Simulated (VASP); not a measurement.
# C (Fd-3m) in VASP: a series of runs

C is run at these levels: PBEsol; tasks: single point.

All numbers are computed with VASP 6.6.1; they aren't measurements. Logs are shortened: lines on timing, memory, paths and dates and some standing lists are left out, and cuts for length are marked.

**1. The cell of the first run**

The structure is cubic, space group Fd-3m (No. 227). Conventional cell: a = 3.554 Å, b = 3.554 Å, c = 3.554 Å, α = 90.00°, β = 90.00°, γ = 90.00°. C (site symmetry -43m) has 4 C at 1.54 Å within 2.1 Å.

**2. Single point, PBEsol**

INCAR reads:

```
SYSTEM = C
  ALGO = Normal
  EDIFF = 1E-6
  ENCUT = 520
  GGA = PS
  ISIF = 2
  ISMEAR = -1
  LASPH = .True.
  LCHARG = .True.
  LELF = .True.
  LREAL = .False.
  LVHAR = .True.
  LWAVE = .False.
  NBANDS = 11
  NELM = 100
  PREC = Accurate
  SIGMA = 0.05
```

KPOINTS reads:

```
k-points
0
Gamma
  8 8 8
  0 0 0
```

POSCAR reads:

```
C
1.0
    0.0000000000      1.7769231177      1.7769231177
    1.7769231177      0.0000000000      1.7769231177
    1.7769231177      1.7769231177      0.0000000000
C
2
Direct
    0.5000000000      0.5000000000      0.5000000000
    0.7500000000      0.7500000000      0.7500000000
```

Potentials or basis: VASP PAW PBE potentials, release 64 (C).

On the command line:

```bash
$ cat potpaw_PBE.64/C/POTCAR > POTCAR
$ mpirun -np 1 vasp_std > vasp.out
```

OUTCAR:

```text
SYSTEM = C
   EDIFF = 1E-6
   ENCUT = 520
   GGA = PS
   ISIF = 2
   ISMEAR = -1
   LASPH = .True.
   LREAL = .False.
   NELM = 100
   PREC = Accurate

 ion  position               nearest neighbor table
   1  0.500  0.500  0.500-   2 1.54   2 1.54   2 1.54   2 1.54
   2  0.750  0.750  0.750-   1 1.54   1 1.54   1 1.54   1 1.54

  LATTYP: Found a face centered cubic cell.
 ALAT       =     3.5538462354

  Lattice vectors:

 A1 = (   0.0000000000,   1.7769231177,   1.7769231177)
 A2 = (   1.7769231177,   0.0000000000,   1.7769231177)
 A3 = (   1.7769231177,   1.7769231177,   0.0000000000)

Analysis of symmetry for initial positions (statically):
=====================================================================
 Subroutine PRICEL returns:
 Original cell was already a primitive cell.

 Routine SETGRP: Setting up the symmetry group for a
 face centered cubic supercell.

 Subroutine GETGRP returns: Found 48 space group operations
 (whereof 24 operations were pure point group operations)
 out of a pool of 48 trial point group operations.

The static configuration has the point symmetry T_d .
 The point group associated with its full space group is O_h .

Analysis of symmetry for dynamics (positions and initial velocities):
=====================================================================
 Subroutine PRICEL returns:
 Original cell was already a primitive cell.

 Routine SETGRP: Setting up the symmetry group for a
 face centered cubic supercell.

 Subroutine GETGRP returns: Found 48 space group operations
 (whereof 24 operations were pure point group operations)
 out of a pool of 48 trial point group operations.

The dynamic configuration has the point symmetry T_d .
 The point group associated with its full space group is O_h .

 Subroutine INISYM returns: Found 48 space group operations
 (whereof 24 operations are pure point group operations),
 and found     1 'primitive' translations

----------------------------------------------------------------------------------------

                                     Primitive cell

  volume of cell :      11.2211

  direct lattice vectors                    reciprocal lattice vectors
     0.000000000  1.776923118  1.776923118    -0.281385275  0.281385275  0.281385275
     1.776923118  0.000000000  1.776923118     0.281385275 -0.281385275  0.281385275
     1.776923118  1.776923118  0.000000000     0.281385275  0.281385275 -0.281385275

  length of vectors
     2.512948772  2.512948772  2.512948772     0.487373593  0.487373593  0.487373593

  position of ions in fractional coordinates (direct lattice)
     0.500000000  0.500000000  0.500000000
     0.750000000  0.750000000  0.750000000

  ion indices of the primitive-cell ions
   primitive index   ion index
                 1           1
                 2           2

----------------------------------------------------------------------------------------

 KPOINTS: k-points

Automatic generation of k-mesh.
 Grid dimensions read from file:
 generate k-points for:    8    8    8

 Generating k-lattice:

  Cartesian coordinates                     Fractional coordinates (reciprocal lattice)
    -0.035173159  0.035173159  0.035173159     0.125000000  0.000000000  0.000000000
     0.035173159 -0.035173159  0.035173159     0.000000000  0.125000000  0.000000000
     0.035173159  0.035173159 -0.035173159     0.000000000  0.000000000  0.125000000

  Length of vectors
     0.060921699  0.060921699  0.060921699

  Shift w.r.t. Gamma in fractional coordinates (k-lattice)
     0.000000000  0.000000000  0.000000000

 Subroutine IBZKPT returns following result:
 ===========================================

 Found     29 irreducible k-points:

 Following reciprocal coordinates:
            Coordinates               Weight
  0.000000  0.000000  0.000000      1.000000
  0.125000  0.000000  0.000000      8.000000
  0.250000  0.000000  0.000000      8.000000
  0.375000  0.000000  0.000000      8.000000
  0.500000  0.000000  0.000000      4.000000
  0.125000  0.125000  0.000000      6.000000
[... 16 lines left out ...]
  0.500000  0.250000  0.125000     48.000000
 -0.375000  0.250000  0.125000     24.000000
 [... further k-points ...]
   k-points           NKPTS =     29   k-points in BZ     NKDIM =     29   number of bands    NBANDS=     11
   number of dos      NEDOS =    301   number of ions     NIONS =      2
   total plane-waves  NPLWV =   8000
   dimension x,y,z NGX =    20 NGY =   20 NGZ =   20
   dimension x,y,z NGXF=    40 NGYF=   40 NGZF=   40
   ions per type =               2
   NGX,Y,Z   is equivalent  to a cutoff of  13.23, 13.23, 13.23 a.u.
   NGXF,Y,Z  is equivalent  to a cutoff of  26.46, 26.46, 26.46 a.u.
 SYSTEM =  C
   PREC   = accura    normal or accurate (medium, high low for compatibility)
   ISTART =      0    job   : 0-new  1-cont  2-samecut
   ICHARG =      2    charge: 1-file 2-atom 10-const
   ISPIN  =      1    spin polarized calculation?
   LNONCOLLINEAR =      F non collinear calculations
   LSORBIT =      F    spin-orbit coupling
   LASPH  =      T    aspherical Exc in radial PAW
   ENCUT  =  520.0 eV  38.22 Ry    6.18 a.u.   4.67  4.67  4.67*2*pi/ulx,y,z
   NELM   =    100;   NELMIN=  2; NELMDL= -5     # of ELM steps
   EDIFF  = 0.1E-05   stopping-criterion for ELM
   LREAL  =      F    real-space projection
   EDIFFG = 0.1E-04   stopping-criterion for IOM
   NSW    =      0    number of steps for IOM
   IBRION =     -1    ionic relax: 0-MD 1-quasi-New 2-CG
   NFREE  =      0    steps in history (QN), initial steepest desc. (CG)
   ISIF   =      2    stress and relaxation
   ISYM   =      2    0-nonsym 1-usesym 2-fastsym
   POTIM  = 0.5000    time-step for ionic-motion
   TEBEG  =    0.0;   TEEND  =   0.0 temperature during run
   PSTRESS=    0.0 pullay stress
   NELECT =       8.0000    total number of electrons
   NUPDOWN=      -1.0000    fix difference up-down
   EMIN   =  10.00;   EMAX   =-10.00  energy-range for DOS
   EFERMI =   0.00;   METHOD = LEGACY
   ISMEAR =    -1;   SIGMA  =   0.05  broadening in eV -4-tet -1-fermi 0-gaus
   EFERMI_NEDOS =   21; number of points for ismear=-14 and -15
   IALGO  =     38    algorithm
   IMIX   =      4    mixing-type and parameters
     AMIX     =   0.40;   BMIX     =  1.00
     AMIX_MAG =   1.60;   BMIX_MAG =  1.00
  volume/ion in A,a.u.               =       5.61        37.86
  Fermi-wavevector in a.u.,A,eV,Ry     =   1.462490  2.763705 29.101182  2.138877
  Thomas-Fermi vector in A             =   2.578697
   LORBIT       =      0    0 simple, 1 ext, 2 COOP (PROOUT), +10 PAW based schemes
   GGA     = PS    functional components
   LHFCALC =     F    Hartree Fock is set to
   AEXX    =    0.0000 exact exchange contribution
   IVDW    =     0    specifies the selected vdW correction
   LEPSILON=     F    determine dielectric tensor
   LRPA    =     F    only Hartree local field effects (RPA)
 non-spin polarized calculation
  energy-cutoff  :      520.00
  volume of cell :       11.22
 maximum number of plane-waves:       314
   NGX =  9   NGY =  9   NGZ =  9

 number of electron       7.9999999 magnetization

 Free energy of the ion-electron system (eV)
  ---------------------------------------------------
  ext. energy  EPLUGINS =         0.00000000
  ---------------------------------------------------
  free energy    TOTEN  =       -19.24882323 eV

  energy without entropy =      -19.24882323  energy(sigma->0) =      -19.24882323

 E-fermi :  10.8129     XC(G=0): -13.4865

 val. band max:        9.8677107164   @ k =   0.0000   0.0000   0.0000
 cond. band min:      13.8962345047   @ k =   0.3750   0.3750   0.0000
 fundamental gap:      4.0285237882
 Fermi energy:        10.8129433994

 k-point     1 :       0.0000    0.0000    0.0000
  band No.  band energies     occupation
      1     -11.8011      2.00000
      2       9.8677      2.00000
      3       9.8677      2.00000
      4       9.8677      2.00000
      5      15.4366      0.00000
      6      15.4366      0.00000
      7      15.4366      0.00000
      8      23.4847      0.00000
      9      28.9652      0.00000
     10      36.4553      0.00000
     11      36.4554      0.00000

 k-point     2 :       0.1250    0.0000    0.0000
  band No.  band energies     occupation
      1     -11.3644      2.00000
      2       7.4173      2.00000
      3       9.2020      2.00000
      4       9.2020      2.00000
      5      16.3103      0.00000
      6      16.3103      0.00000
      7      16.7556      0.00000
      8      23.8099      0.00000
      9      29.6305      0.00000
     10      33.2631      0.00000
     11      33.2631      0.00000

 k-point     3 :       0.2500    0.0000    0.0000
  band No.  band energies     occupation
      1     -10.0672      2.00000
      2       3.1926      2.00000
      3       8.0930      2.00000
      4       8.0930      2.00000
      5      17.6589      0.00000
      6      17.6589      0.00000
      7      18.0830      0.00000
      8      24.6188      0.00000
      9      30.4294      0.00000
     10      32.1739      0.00000
     11      32.1739      0.00000

 k-point     4 :       0.3750    0.0000    0.0000
  band No.  band energies     occupation
      1      -7.9722      2.00000
      2      -0.9400      2.00000
      3       7.3028      2.00000
      4       7.3028      2.00000
      5      18.2355      0.00000
      6      18.2355      0.00000
      7      18.6857      0.00000
      8      25.2910      0.00000
      9      30.9356      0.00000
     10      33.8246      0.00000
     11      33.8246      0.00000
[... 239 lines left out ...]
 k-point    22 :       0.3750    0.2500    0.1250
  band No.  band energies     occupation
      1      -8.9289      2.00000
      2       3.3116      2.00000
      3       4.2626      2.00000
      4       6.9398      2.00000
      5      16.4100      0.00000
      6      19.9267      0.00000
      7      21.5067      0.00000
      8      21.6130      0.00000
      9      30.5990      0.00000
     10      31.3379      0.00000
     11      35.5211      0.00000

 k-point    23 :       0.5000    0.2500    0.1250
  band No.  band energies     occupation
      1      -6.8741      2.00000
      2      -0.0860      2.00000
      3       3.5025      2.00000
      4       5.7147      2.00000
      5      17.7852      0.00000
      6      19.4931      0.00000
      7      22.3581      0.00000
      8      23.2500      0.00000
      9      29.9602      0.00000
     10      32.2340      0.00000
     11      35.9782      0.00000

 k-point    24 :      -0.3750    0.2500    0.1250
  band No.  band energies     occupation
      1      -4.8882      2.00000
      2      -2.6789      2.00000
      3       3.4794      2.00000
      4       5.0895      2.00000
      5      18.0627      0.00000
      6      19.3570      0.00000
      7      23.0624      0.00000
      8      24.7910      0.00000
      9      28.0599      0.00000
     10      33.8531      0.00000
     11      36.1811      0.00000

 [... further k-points ...]
[... 5 lines left out ...]
  --------------------------------------------------------------------------------------
  -------------------------------------------------------------------------------------
  Total        0.0766185      0.0766185      0.0766185     -0.0000000     -0.0000000      0.0000000
  in kB       10.9397690     10.9397690     10.9397690     -0.0000000     -0.0000000      0.0000000
  external PRESSURE =      10.9397690 kB  Pullay stress =       0.0000000 kB

 VOLUME and BASIS-vectors are now :
 -----------------------------------------------------------------------------
  energy-cutoff  :      520.00
  volume of cell :       11.22
      direct lattice vectors                 reciprocal lattice vectors
     0.000000000  1.776923118  1.776923118    -0.281385275  0.281385275  0.281385275
     1.776923118  0.000000000  1.776923118     0.281385275 -0.281385275  0.281385275
     1.776923118  1.776923118  0.000000000     0.281385275  0.281385275 -0.281385275

 POSITION                                       TOTAL-FORCE (eV/Angst)
 -----------------------------------------------------------------------------------
      1.77692      1.77692      1.77692         0.000000      0.000000      0.000000
      2.66538      2.66538      2.66538        -0.000000     -0.000000     -0.000000
 -----------------------------------------------------------------------------------
    total drift:                                0.000000     -0.000000      0.000000

  FREE ENERGIE OF THE ION-ELECTRON SYSTEM (eV)
  ---------------------------------------------------
  free  energy   TOTEN  =       -19.2488232345 eV

  energy  without entropy=      -19.2488232344  energy(sigma->0) =      -19.24882323
```

Run time: 7.7 s. Hardware: 1 thread of AMD EPYC 7R43 (Zen 3), shared host; peak memory 0.07 GiB.

Results:

- Free energy: -19.2488 eV
- Pressure: 1.1 GPa
- Band gap on the k mesh: 4.03 eV, indirect (least direct gap 5.57 eV)

Caveat: the PAW data sets were made with another functional, which shifts forces and pressure a little.

**3. Single point, PBEsol (volume scaled by 0.88)**

INCAR reads:

```
SYSTEM = C
  PREC = Accurate
  ENCUT = 520
  EDIFF = 1E-7
  ISMEAR = -1
  SIGMA = 0.05
  LREAL = .False.
  LASPH = .True.
  NELM = 100
  ALGO = Normal
  ISIF = 2
  LWAVE = .False.
  LCHARG = .True.
  GGA = PS
  LELF = .True.
  LVHAR = .True.
  NBANDS = 11
```

KPOINTS reads:

```
regular mesh
0
Gamma
  13 13 13
  0 0 0
```

POSCAR reads:

```
C
1.0
    0.0000000000      1.7027969422      1.7027969422
    1.7027969422      0.0000000000      1.7027969422
    1.7027969422      1.7027969422      0.0000000000
C
2
Direct
    0.5000000000      0.5000000000      0.5000000000
    0.7500000000      0.7500000000      0.7500000000
```

Potentials or basis: VASP PAW PBE potentials, release 64 (C).

On the command line:

```bash
$ cat potpaw_PBE.64/C/POTCAR > POTCAR
$ mpirun -np 1 vasp_std > vasp.out
```

OUTCAR:

```text
SYSTEM = C
   PREC = Accurate
   ENCUT = 520
   EDIFF = 1E-7
   ISMEAR = -1
   LREAL = .False.
   LASPH = .True.
   NELM = 100
   ISIF = 2
   GGA = PS

 ion  position               nearest neighbor table
   1  0.500  0.500  0.500-   2 1.47   2 1.47   2 1.47   2 1.47
   2  0.750  0.750  0.750-   1 1.47   1 1.47   1 1.47   1 1.47

  LATTYP: Found a face centered cubic cell.
 ALAT       =     3.4055938844

  Lattice vectors:

 A1 = (   0.0000000000,   1.7027969422,   1.7027969422)
 A2 = (   1.7027969422,   0.0000000000,   1.7027969422)
 A3 = (   1.7027969422,   1.7027969422,   0.0000000000)
[... 514 lines left out ...]
      7      24.4646      0.00000
      8      27.0097      0.00000
      9      33.9820      0.00000
     10      37.7352      0.00000
     11      40.8421      0.00000

 [... further k-points ...]
[... 5 lines left out ...]
  --------------------------------------------------------------------------------------
  -------------------------------------------------------------------------------------
  Total        4.5781226      4.5781226      4.5781226     -0.0000000      0.0000000      0.0000000
  in kB      742.8128790    742.8128790    742.8128790     -0.0000000      0.0000000      0.0000000
  external PRESSURE =     742.8128790 kB  Pullay stress =       0.0000000 kB

 VOLUME and BASIS-vectors are now :
 -----------------------------------------------------------------------------
  energy-cutoff  :      520.00
  volume of cell :        9.87
      direct lattice vectors                 reciprocal lattice vectors
     0.000000000  1.702796942  1.702796942    -0.293634542  0.293634542  0.293634542
     1.702796942  0.000000000  1.702796942     0.293634542 -0.293634542  0.293634542
     1.702796942  1.702796942  0.000000000     0.293634542  0.293634542 -0.293634542

 POSITION                                       TOTAL-FORCE (eV/Angst)
 -----------------------------------------------------------------------------------
      1.70280      1.70280      1.70280         0.000000      0.000000      0.000000
      2.55420      2.55420      2.55420        -0.000000     -0.000000     -0.000000
 -----------------------------------------------------------------------------------
    total drift:                                0.000000     -0.000000      0.000000

  FREE ENERGIE OF THE ION-ELECTRON SYSTEM (eV)
  ---------------------------------------------------
  free  energy   TOTEN  =       -18.9597655620 eV

  energy  without entropy=      -18.9597655620  energy(sigma->0) =      -18.95976556
```

OSZICAR:

```text
N       E                     dE             d eps       ncg     rms          rms(c)
DAV:   1     0.449687132069E+00    0.44969E+00   -0.48905E+03  1937   0.708E+02
DAV:   2    -0.195902937050E+02   -0.20040E+02   -0.19491E+02  2370   0.131E+02
DAV:   3    -0.199300898138E+02   -0.33980E+00   -0.33909E+00  2201   0.131E+01
DAV:   4    -0.199305131478E+02   -0.42333E-03   -0.42333E-03  2000   0.571E-01
DAV:   5    -0.199305135262E+02   -0.37833E-06   -0.37834E-06  2162   0.160E-02    0.669E+00
DAV:   6    -0.192073113516E+02    0.72320E+00   -0.37872E-01  1884   0.439E+00    0.396E+00
DAV:   7    -0.189589219815E+02    0.24839E+00   -0.44199E-01  2004   0.478E+00    0.919E-01
DAV:   8    -0.189597432933E+02   -0.82131E-03   -0.95522E-03  1988   0.805E-01    0.310E-02
DAV:   9    -0.189597581070E+02   -0.14814E-04   -0.11527E-05  2169   0.316E-02    0.238E-02
DAV:  10    -0.189597656635E+02   -0.75565E-05   -0.26410E-06  1998   0.149E-02    0.434E-03
DAV:  11    -0.189597655618E+02    0.10177E-06   -0.78966E-08  2242   0.250E-03    0.433E-04
DAV:  12    -0.189597655620E+02   -0.27808E-09   -0.20109E-09   999   0.444E-04
   1 F= -.18959766E+02 E0= -.18959766E+02  d E =-.470212E-10
```

stdout:

```text
POSCAR found type information on POSCAR C
 POSCAR found :  1 types and       2 ions
 scaLAPACK will be used
 -----------------------------------------------------------------------------
|                                                                             |
|                                                                             |
|     You enforced a specific xc type in the INCAR file but a different       |
|     I HOPE YOU KNOW WHAT YOU ARE DOING!                                     |
|                                                                             |
 -----------------------------------------------------------------------------

 LDA part: xc-table for (Slater+PW92), standard interpolation
 POSCAR, INCAR and KPOINTS ok, starting setup
 FFT: planning ... GRIDC
 FFT: planning ... GRID_SOFT
 FFT: planning ... GRID
 WAVECAR not read
 entering main loop
```

Wall time 16 s (1 thread of AMD EPYC 7R43 (Zen 3), shared host); peak memory 0.07 GiB.

Results:

```yaml
Free_energy: -18.9598 eV
Pressure: 74.3 GPa
Band_gap_on_the_k_mesh: 4.33 eV, indirect (least direct gap 5.92 eV)
```

Caveat: the PAW data sets were made with another functional, which shifts forces and pressure a little. A k mesh can miss the band edges.
